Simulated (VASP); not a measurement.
A run of VASP 6.6.1 is set up as follows.

The input INCAR:

```
ALGO = Normal
EDIFF = 1E-6
ENCUT = 520
GGA = PE
ISIF = 2
ISMEAR = 0
LASPH = True
LCHARG = False
LREAL = False
LWAVE = False
NBANDS = 34
NELM = 80
PREC = Accurate
SIGMA = 0.1
```

File KPOINTS:

```
k-points
0
Gamma
  4 4 4
```

The input POSCAR:

```
SnBr4Cl
1.0
    0.0000000000      4.4520166900      4.4520166900
    4.4520166900      0.0000000000      4.4520166900
    4.4520166900      4.4520166900      0.0000000000
Sn Br Cl
1 4 1
Direct
    0.7500000000      0.7500000000      0.7500000000
    0.8769448700      0.3743517100      0.3743517100
    0.3743517100      0.3743517100      0.3743517100
    0.3743517100      0.3743517100      0.8769448700
    0.3743517100      0.8769448700      0.3743517100
    0.0000000000      0.0000000000      0.0000000000
```

Potentials or basis: VASP PAW PBE potentials, release 64 (Sn_d, Br, Cl).

Command:

```sh
$ cat potpaw_PBE.64/Sn_d/POTCAR potpaw_PBE.64/Br/POTCAR potpaw_PBE.64/Cl/POTCAR > POTCAR
$ mpirun -np 1 vasp_std > vasp.out
```

Problem. Estimate the largest force.

Solution. 0.113 eV/Å.

Problem. Predict the pressure.

Solution. -1.7 GPa.

Forces in eV/Å, atoms in the order of the input:
```
Sn   0.000  0.000  0.000
Br   0.065 -0.065 -0.065
Br   0.065  0.065  0.065
Br  -0.065 -0.065  0.065
Br  -0.065  0.065 -0.065
Cl   0.000  0.000  0.000
```

Caveat: an odd number of electrons without spin polarisation forces a metal; a magnetic or distorted state may lie lower.
